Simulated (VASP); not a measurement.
# Ti (P6/mmm) in VASP: a series of runs

The runs below take Ti through relaxation of cell and atoms, with PBEsol.

Program: VASP 6.6.1. These are calculated values, not measurements. Logs are shortened: lines on timing, memory, paths and dates and some standing lists are left out, and cuts for length are marked.

## (1) The cell of the first run

Symmetry: P6/mmm, No. 191, hexagonal system. Conventional cell: a = 4.600 Å, b = 4.600 Å, c = 2.820 Å, α = 90.00°, β = 90.00°, γ = 120.00°. Ti (site symmetry 6/mmm) has 14 Ti at 2.82 to 3.01 Å within 3.7 Å. Within 3.5 Å of Ti (site symmetry -6m2) lie 11 Ti at 2.66 to 3.01 Å.

This isn't the form of Ti at room conditions, which is hcp.

## (2) Relaxation of cell and atoms, PBEsol

The input, INCAR:

```
SYSTEM = Ti
ALGO = Normal
EDIFF = 1E-7
EDIFFG = -0.03
ENCUT = 600
GGA = PS
IBRION = 2
ISIF = 3
ISMEAR = -1
LASPH = .True.
LCHARG = .False.
LREAL = .False.
LWAVE = .False.
NELM = 80
NSW = 80
PREC = Accurate
SIGMA = 0.05
```

The input, KPOINTS:

```
k-points
0
Gamma
  5 5 6
  0 0 0
```

The input, POSCAR:

```
Ti
1.0
    4.6000000000      0.0000000000      0.0000000000
   -2.3000000000      3.9837168600      0.0000000000
    0.0000000000      0.0000000000      2.8200000000
Ti
3
Direct
    0.0000000000      0.0000000000      0.0000000000
    0.3333333300      0.6666666700      0.5000000000
    0.6666666700      0.3333333300      0.5000000000
```

Potentials or basis: VASP PAW PBE potentials, release 64 (Ti_sv).

The run is started by

```console
cat potpaw_PBE.64/Ti_sv/POTCAR > POTCAR
mpirun -np 1 vasp_std > vasp.out
```

OUTCAR:

```text
SYSTEM = Ti
   EDIFF = 1E-7
   EDIFFG = -0.03
   ENCUT = 600
   GGA = PS
   IBRION = 2
   ISIF = 3
   ISMEAR = -1
   LASPH = .True.
   LREAL = .False.
   NELM = 80
   NSW = 80
   PREC = Accurate

 ion  position               nearest neighbor table
   1  0.000  0.000  0.000-
   2  0.333  0.667  0.500-   3 2.66   3 2.66   3 2.66
   3  0.667  0.333  0.500-   2 2.66   2 2.66   2 2.66

  LATTYP: Found a hexagonal cell.
 ALAT       =     4.6000000000
 C/A-ratio  =     0.6130434783

  Lattice vectors:

 A1 = (   4.6000000000,   0.0000000000,   0.0000000000)
 A2 = (  -2.3000000000,   3.9837168600,   0.0000000000)
 A3 = (   0.0000000000,   0.0000000000,   2.8200000000)

Analysis of symmetry for initial positions (statically):
=====================================================================
 Subroutine PRICEL returns:
 Original cell was already a primitive cell.

 Routine SETGRP: Setting up the symmetry group for a
 hexagonal supercell.

 Subroutine GETGRP returns: Found 24 space group operations
 (whereof 24 operations were pure point group operations)
 out of a pool of 24 trial point group operations.

The static configuration has the point symmetry D_6h.

Analysis of symmetry for dynamics (positions and initial velocities):
=====================================================================
 Subroutine PRICEL returns:
 Original cell was already a primitive cell.

 Routine SETGRP: Setting up the symmetry group for a
 hexagonal supercell.

 Subroutine GETGRP returns: Found 24 space group operations
 (whereof 24 operations were pure point group operations)
 out of a pool of 24 trial point group operations.

The dynamic configuration has the point symmetry D_6h.

 Subroutine INISYM returns: Found 24 space group operations
 (whereof 24 operations are pure point group operations),
 and found     1 'primitive' translations

----------------------------------------------------------------------------------------

                                     Primitive cell

  volume of cell :      51.6768

  direct lattice vectors                    reciprocal lattice vectors
     4.600000000  0.000000000  0.000000000     0.217391304  0.125510928  0.000000000
    -2.300000000  3.983716860  0.000000000     0.000000000  0.251021856  0.000000000
     0.000000000  0.000000000  2.820000000     0.000000000  0.000000000  0.354609929

  length of vectors
     4.600000000  4.600000002  2.820000000     0.251021856  0.251021856  0.354609929

  position of ions in fractional coordinates (direct lattice)
     0.000000000  0.000000000  0.000000000
     0.333333330  0.666666670  0.500000000
     0.666666670  0.333333330  0.500000000

  ion indices of the primitive-cell ions
   primitive index   ion index
                 1           1
                 2           2
                 3           3

----------------------------------------------------------------------------------------

 KPOINTS: k-points

Automatic generation of k-mesh.
 Grid dimensions read from file:
 generate k-points for:    5    5    6

 Generating k-lattice:

  Cartesian coordinates                     Fractional coordinates (reciprocal lattice)
     0.043478261  0.025102186  0.000000000     0.200000000  0.000000000  0.000000000
     0.000000000  0.050204371  0.000000000     0.000000000  0.200000000  0.000000000
     0.000000000  0.000000000  0.059101655     0.000000000  0.000000000  0.166666667

  Length of vectors
     0.050204371  0.050204371  0.059101655

  Shift w.r.t. Gamma in fractional coordinates (k-lattice)
     0.000000000  0.000000000  0.000000000

 Subroutine IBZKPT returns following result:
 ===========================================

 Found     20 irreducible k-points:

 Following reciprocal coordinates:
            Coordinates               Weight
  0.000000  0.000000  0.000000      1.000000
  0.200000 -0.000000  0.000000      6.000000
  0.400000 -0.000000  0.000000      6.000000
  0.200000  0.200000  0.000000      6.000000
  0.400000  0.200000  0.000000      6.000000
  0.000000  0.000000  0.166667      2.000000
[... 12 lines left out ...]
  0.200000  0.200000  0.500000      6.000000
  0.400000  0.200000  0.500000      6.000000
   k-points           NKPTS =     20   k-points in BZ     NKDIM =     20   number of bands    NBANDS=     22
   number of dos      NEDOS =    301   number of ions     NIONS =      3
   total plane-waves  NPLWV =  38400
   dimension x,y,z NGX =    40 NGY =   40 NGZ =   24
   dimension x,y,z NGXF=    80 NGYF=   80 NGZF=   48
   ions per type =               3
   NGX,Y,Z   is equivalent  to a cutoff of  14.46, 14.46, 14.15 a.u.
   NGXF,Y,Z  is equivalent  to a cutoff of  28.91, 28.91, 28.30 a.u.
 SYSTEM =  Ti
   PREC   = accura    normal or accurate (medium, high low for compatibility)
   ISTART =      0    job   : 0-new  1-cont  2-samecut
   ICHARG =      2    charge: 1-file 2-atom 10-const
   ISPIN  =      1    spin polarized calculation?
   LNONCOLLINEAR =      F non collinear calculations
   LSORBIT =      F    spin-orbit coupling
   LASPH  =      T    aspherical Exc in radial PAW
   ENCUT  =  600.0 eV  44.10 Ry    6.64 a.u.   9.19  9.19  5.63*2*pi/ulx,y,z
   NELM   =     80;   NELMIN=  2; NELMDL= -5     # of ELM steps
   EDIFF  = 0.1E-06   stopping-criterion for ELM
   LREAL  =      F    real-space projection
   EDIFFG = -.3E-01   stopping-criterion for IOM
   NSW    =     80    number of steps for IOM
   IBRION =      2    ionic relax: 0-MD 1-quasi-New 2-CG
   NFREE  =      1    steps in history (QN), initial steepest desc. (CG)
   ISIF   =      3    stress and relaxation
   ISYM   =      2    0-nonsym 1-usesym 2-fastsym
   POTIM  = 0.5000    time-step for ionic-motion
   TEBEG  =    0.0;   TEEND  =   0.0 temperature during run
   PSTRESS=    0.0 pullay stress
   NELECT =      36.0000    total number of electrons
   NUPDOWN=      -1.0000    fix difference up-down
   EMIN   =  10.00;   EMAX   =-10.00  energy-range for DOS
   EFERMI =   0.00;   METHOD = LEGACY
   ISMEAR =    -1;   SIGMA  =   0.05  broadening in eV -4-tet -1-fermi 0-gaus
   EFERMI_NEDOS =   21; number of points for ismear=-14 and -15
   IALGO  =     38    algorithm
   IMIX   =      4    mixing-type and parameters
     AMIX     =   0.40;   BMIX     =  1.00
     AMIX_MAG =   1.60;   BMIX_MAG =  1.00
  volume/ion in A,a.u.               =      17.23       116.24
  Fermi-wavevector in a.u.,A,eV,Ry     =   1.451255  2.742475 28.655807  2.106142
  Thomas-Fermi vector in A             =   2.568774
   LORBIT       =      0    0 simple, 1 ext, 2 COOP (PROOUT), +10 PAW based schemes
   GGA     = PS    functional components
   LHFCALC =     F    Hartree Fock is set to
   AEXX    =    0.0000 exact exchange contribution
   IVDW    =     0    specifies the selected vdW correction
   LEPSILON=     F    determine dielectric tensor
   LRPA    =     F    only Hartree local field effects (RPA)
 conjugate gradient relaxation of ions
 non-spin polarized calculation
  energy-cutoff  :      600.00
  volume of cell :       51.68
 maximum number of plane-waves:      1757
 NGX is ok and might be reduce to    40
   NGX = 19   NGY = 19   NGZ = 11

--------------------------------------- Ionic step        1  -------------------------------------------

 number of electron      35.9999997 magnetization

 Free energy of the ion-electron system (eV)
  ---------------------------------------------------
  ext. energy  EPLUGINS =         0.00000000
  ---------------------------------------------------
  free energy    TOTEN  =       -25.02835737 eV

  energy without entropy =      -25.00269119  energy(sigma->0) =      -25.01552428

------------------------ aborting loop because EDIFF is reached ----------------------------------------

  FORCE on cell =-STRESS in cart. coord.  units (eV):
  Direction    XX          YY          ZZ          XY          YZ          ZX
  --------------------------------------------------------------------------------------
  -------------------------------------------------------------------------------------
  Total       -1.8857727     -1.8857727     -1.1490429      0.0000000      0.0000000     -0.0000000
  in kB      -58.4661521    -58.4661522    -35.6247176      0.0000000      0.0000000     -0.0000000
  external PRESSURE =     -50.8523406 kB  Pullay stress =       0.0000000 kB

 VOLUME and BASIS-vectors are now :
 -----------------------------------------------------------------------------
  energy-cutoff  :      600.00
  volume of cell :       51.68
      direct lattice vectors                 reciprocal lattice vectors
     4.600000000  0.000000000  0.000000000     0.217391304  0.125510928  0.000000000
    -2.300000000  3.983716860  0.000000000     0.000000000  0.251021856  0.000000000
     0.000000000  0.000000000  2.820000000     0.000000000  0.000000000  0.354609929
[... 75 lines left out ...]
 POSITION                                       TOTAL-FORCE (eV/Angst)
 -----------------------------------------------------------------------------------
     -0.00000      0.00000      2.78808        -0.000000     -0.000000      0.000000
     -0.00000      2.60647      1.39404        -0.000000      0.000000     -0.000000
      2.25727      1.30324      1.39404         0.000000     -0.000000      0.000000
 -----------------------------------------------------------------------------------
    total drift:                                0.000000     -0.000000      0.000000

  FREE ENERGIE OF THE ION-ELECTRON SYSTEM (eV)
  ---------------------------------------------------
  free  energy   TOTEN  =       -25.0709206707 eV

  energy  without entropy=      -25.0480518644  energy(sigma->0) =      -25.05948627

--------------------------------------- Ionic step        4  -------------------------------------------

 number of electron      35.9999996 magnetization

 Free energy of the ion-electron system (eV)
  ---------------------------------------------------
  ext. energy  EPLUGINS =         0.00000000
  ---------------------------------------------------
  free energy    TOTEN  =       -25.07222091 eV

  energy without entropy =      -25.05003289  energy(sigma->0) =      -25.06112690

 E-fermi :   8.6577     XC(G=0): -11.9071

 val. band max:        8.6480297768   @ k =   0.4000  -0.0000   0.0000
 cond. band min:       8.6912993554   @ k =   0.2000   0.2000   0.0000
 fundamental gap:      0.0432695786
 Fermi energy:         8.6576549019

 k-point     1 :       0.0000    0.0000    0.0000
  band No.  band energies     occupation
      1     -47.8895      2.00000
      2     -47.6111      2.00000
      3     -47.4160      2.00000
      4     -24.3193      2.00000
      5     -24.3193      2.00000
      6     -24.2230      2.00000
[... 14 lines left out ...]
     21      10.0469      0.00000
     22      10.0469      0.00000
[... 495 lines left out ...]
 POSITION                                       TOTAL-FORCE (eV/Angst)
 -----------------------------------------------------------------------------------
      2.25228      3.90106     -0.00000        -0.000000     -0.000000      0.000000
     -0.00000      2.60071      1.40123         0.000000      0.000000      0.000000
      2.25228      1.30035      1.40123         0.000000      0.000000     -0.000000
 -----------------------------------------------------------------------------------
    total drift:                                0.000000     -0.000000     -0.000000

  FREE ENERGIE OF THE ION-ELECTRON SYSTEM (eV)
  ---------------------------------------------------
  free  energy   TOTEN  =       -25.0722209089 eV

  energy  without entropy=      -25.0500328932  energy(sigma->0) =      -25.06112690

 reached required accuracy - stopping structural energy minimisation
```

Run time: 3.2 min. Hardware: 1 thread of Intel Xeon 8259CL, shared host; peak memory 0.2 GiB.

Results:

* Free energy: -25.0722 eV
* Relaxed volume: 16.42 Å³/atom
* Relaxed cell: a = 4.505 Å, b = 4.505 Å, c = 2.802 Å, α = 90.00°, β = 90.00°, γ = 120.00°
* Space group after relaxing (to 0.1 Å): P6/mmm (No. 191)
* Energy gained by relaxing: 14.6 meV/atom
* Ionic steps: 4
* Pressure after relaxing: 0.0 GPa
* Band gap on the k mesh: zero (bands 18 and 19 overlap by 0.19 eV)

The path:
```tsv
step	energy change (eV)	largest force (eV/Å)	pressure (GPa)	volume (Å³)
1	0.0000	0.0000	-5.09	51.68
2	-0.0245	0.0000	4.03	47.69
3	-0.0426	0.0000	0.15	49.21
4	-0.0439	0.0000	0.01	49.25
```

Final structure:
```
Ti
1.0
     4.50456    0.00000    0.00000
    -2.25228    3.90106    0.00000
     0.00000    0.00000    2.80247
Ti
3
Cartesian
  2.2523 3.9011 0.0000
  0.0000 2.6007 1.4012
  2.2523 1.3004 1.4012
```

Levels at points of the mesh, in eV from the Fermi level:
| k point | band 16 | band 17 | band 18 | band 19 | band 20 | band 21 |
| --- | --- | --- | --- | --- | --- | --- |
| (0.00, 0.00, 0.00) | -0.67 | -0.56 | -0.56 | 0.05 | 0.77 | 1.39 |
| (0.00, 0.00, 0.50) | -1.70 | -1.67 | -1.67 | 1.15 | 1.15 | 1.35 |

Caveat: the k points lie up to 0.37 Å⁻¹ apart in the final cell; the PAW data sets were made with another functional, which shifts forces and pressure a little.

## (3) Relaxation of cell and atoms, PBEsol, target pressure 15 GPa, at which the enthalpy is minimised

The input, INCAR:

```
SYSTEM = Ti
PREC = Accurate ; ENCUT = 600
EDIFF = 1E-6 ; ISMEAR = -1
SIGMA = 0.05 ; LREAL = .FALSE.
LASPH = .TRUE. ; NELM = 100
ALGO = Normal ; ISIF = 3
LWAVE = .FALSE. ; LCHARG = .FALSE.
GGA = PS ; IBRION = 2
NSW = 80 ; EDIFFG = -0.03
PSTRESS = 150.0
```

The input, KPOINTS:

```
regular mesh
0
G
  5 5 6
  0 0 0
```

POSCAR is that of step 2.

Potentials or basis: VASP PAW PBE potentials, release 64 (Ti_sv).

The run is started by

```console
cat potpaw_PBE.64/Ti_sv/POTCAR > POTCAR
mpirun -np 1 vasp_std > vasp.out
```

Wall time 5 min (1 thread of Intel Xeon 8259CL, shared host); peak memory 0.21 GiB.

It converged, with:

- Free energy: -24.8601 eV
- Relaxed volume: 14.77 Å³/atom
- Relaxed cell: a = 4.340 Å, b = 4.340 Å, c = 2.717 Å, α = 90.00°, β = 90.00°, γ = 120.00°
- Space group after relaxing (to 0.1 Å): P6/mmm (No. 191)
- Energy change on relaxing (the run minimises the enthalpy): +56.1 meV/atom
- Ionic steps: 9
- Pressure after relaxing: 15.0 GPa
- Band gap on the k mesh: zero (bands 18 and 19 overlap by 0.38 eV)

The path:
```
step  energy change (eV)  largest force (eV/Å)  pressure (GPa)  volume (Å³)
   1              0.0000                0.0000           -5.08        51.68
   2              1.6323                0.0000           54.85        37.15
   3              0.1477                0.0000           14.05        44.60
   4              0.1692                0.0000           14.94        44.37
   5              0.1823                0.0000           15.48        44.23
   6              0.1796                0.0000           15.47        44.20
   7              0.1797                0.0000           15.47        44.20
   8              0.1564                0.0000           14.52        44.45
   9              0.1683                0.0000           14.98        44.32
```

Final structure:
```cif
data_structure
_symmetry_space_group_name_H-M 'P 1'
_symmetry_Int_Tables_number 1
_cell_length_a 4.3405
_cell_length_b 4.3405
_cell_length_c 2.7166
_cell_angle_alpha 90.000
_cell_angle_beta 90.000
_cell_angle_gamma 120.000
_cell_volume 44.32
loop_
_atom_site_label
_atom_site_type_symbol
_atom_site_fract_x
_atom_site_fract_y
_atom_site_fract_z
_atom_site_occupancy
Ti1 Ti 0.00000 0.00000 0.00000 1
Ti2 Ti 0.33333 0.66667 0.50000 1
Ti3 Ti 0.66667 0.33333 0.50000 1
```

Levels at points of the mesh, in eV from the Fermi level:
```
           k point  band 16  band 17  band 18  band 19  band 20  band 21
(0.00, 0.00, 0.00)    -0.66    -0.56    -0.56     0.11     0.87     1.53
(0.00, 0.00, 0.50)    -1.95    -1.95    -1.67     1.27     1.27     1.54
```

Caveat: the k points lie up to 0.39 Å⁻¹ apart in the final cell; the cell is relaxed towards a set pressure, so the run minimises the enthalpy, not the energy; the PAW data sets were made with another functional, which shifts forces and pressure a little.

(Part 1 of 2 ends here.)

The gap in the log of VASP goes by the Fermi energy; the results here count the filled bands.